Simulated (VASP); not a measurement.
Wanted: the native input for a VASP 6.6.1 run.

- Task: single point
- Functional: LDA
- Potentials or basis: VASP PAW LDA potentials, release 64 (Re)
- Cutoff: 520 eV
- k mesh: 11 × 11 × 6
- Occupations: fermi-dirac, width 0.05 eV
- Spin: non-collinear spin, zero start, spin-orbit coupling
- Starting moments: [[0.0, 0.0, 0.0], [0.0, 0.0, 0.0]] μB
- Dipole correction: no
- Further INCAR settings: ALGO = Fast; EDIFF = 1e-06; NBANDS = 26

The structure of Re lies in POSCAR:

```
Re
1.0
    2.7608000000      0.0000000000      0.0000000000
   -1.3804000000      2.3909229348      0.0000000000
    0.0000000000      0.0000000000      4.4582000000
Re
2
Direct
    0.6666666667      0.3333333333      0.7500000000
    0.3333333333      0.6666666667      0.2500000000
```

The input as run:

INCAR

```
PREC = Accurate
ENCUT = 520
EDIFF = 1E-6
ISMEAR = -1
SIGMA = 0.05
LREAL = False
LASPH = True
NELM = 150
ALGO = Fast
ISIF = 2
LWAVE = False
LCHARG = True
LNONCOLLINEAR = True
MAGMOM = 0 0 0 0 0 0
LORBIT = 11
LSORBIT = True
GGA_COMPAT = False
LORBMOM = True
LMAXMIX = 4
GGA = CA
LVHAR = True
NBANDS = 26
```

KPOINTS

```
regular mesh
0
Gamma
  11 11 6
```

Potentials or basis: VASP PAW LDA potentials, release 64 (Re).

The run is started by

```console
$ cat potpaw_LDA.64/Re/POTCAR > POTCAR
$ mpirun -np 1 vasp_ncl > vasp.out
```

Results of the run:

- Pressure: -8.1 GPa
- Net moment: 0.00 μB per cell
- Valence electrons inside the program's atomic spheres: Re 6.16

Caveat: the cell stands under tension.

It took 3.6 min on 1 thread of Intel Xeon 8259CL (shared host), peak memory 0.24 GiB.
